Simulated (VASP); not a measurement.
A run of VASP 6.6.1:

Contents of INCAR:

```
SYSTEM = SnCl
PREC = Accurate
ENCUT = 520
EDIFF = 1E-6
ISMEAR = -1
SIGMA = 0.05
LREAL = .FALSE.
LASPH = .TRUE.
NELM = 60
ALGO = Normal
ISIF = 2
LWAVE = .FALSE.
LCHARG = .FALSE.
GGA = PE
IVDW = 13
NBANDS = 29
```

The input KPOINTS:

```
Automatic mesh
0
G
  9 9 3
  0 0 0
```

The input POSCAR:

```
SnCl
1.0
    3.4137982799      0.0000000000      0.0000000000
   -1.7068991399      2.9564360338      0.0000000000
    0.0000000000      0.0000000000     10.0348875765
Sn Cl
2 2
Direct
    0.6666666667      0.3333333333      0.8150822565
    0.3333333333      0.6666666667      0.3150822565
    0.6666666667      0.3333333333      0.5599187435
    0.3333333333      0.6666666667      0.0599187435
```

Potentials or basis: VASP PAW PBE potentials, release 64 (Sn_d, Cl).

Command:

```console
$ cat potpaw_PBE.64/Sn_d/POTCAR potpaw_PBE.64/Cl/POTCAR > POTCAR
$ mpirun -np 1 vasp_std > vasp.out
```

Hardware: 1 thread of Intel(R) Xeon(R) 6975P-C (Granite Rapids), with other jobs on the host.

**Question.** Estimate the wall time of this run.

**Answer.** It took 43 s on 1 thread of Intel(R) Xeon(R) 6975P-C (Granite Rapids) (shared host), peak memory 0.25 GiB. Counts: scf iterations 13, k points 24.
